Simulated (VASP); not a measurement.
Wanted: the native input for a VASP 6.6.1 run.

```yaml
Task: single point
Functional: PBE
Potentials_or_basis: VASP PAW PBE potentials, release 64 (As, Se)
Cutoff: 520 eV
k_mesh: 12 × 12 × 12
Occupations: gaussian, width 0.1 eV
Spin: no spin polarisation
Dipole_correction: no
Further_INCAR_settings: ALGO = Normal; EDIFF = 1e-06; NBANDS = 15
```

The structure of As2Se lies in POSCAR:

```
As2Se
1.0
    0.0000000000      3.2601882897      3.2601882897
    3.2601882897      0.0000000000      3.2601882897
    3.2601882897      3.2601882897      0.0000000000
As Se
2 1
Direct
    0.2500000000      0.2500000000      0.2500000000
    0.5000000000      0.5000000000      0.5000000000
    0.0000000000      0.0000000000      0.0000000000
```

The cell was built from a structure type or drawn by symmetry, and may not be a known phase.

The input as run:

INCAR

```
ALGO = Normal ; EDIFF = 1E-6
ENCUT = 520 ; GGA = PE
ISIF = 2 ; ISMEAR = 0
LASPH = True ; LCHARG = True
LELF = True ; LREAL = False
LVHAR = True ; LWAVE = False
NBANDS = 15 ; NELM = 100
PREC = Accurate ; SIGMA = 0.1
```

KPOINTS

```
k-points
0
Gamma
  12 12 12
```

Potentials or basis: VASP PAW PBE potentials, release 64 (As, Se).

The run is started by

```sh
$ cat potpaw_PBE.64/As/POTCAR potpaw_PBE.64/Se/POTCAR > POTCAR
$ mpirun -np 1 vasp_std > vasp.out
```

It gave:

The pressure is 0.0 GPa. The band gap on the k mesh is zero (bands 8 and 9 overlap by 3.54 eV).

Run time: 100 s on 1 thread of Intel Xeon 8259CL, on a shared host, peak memory 0.25 GiB.
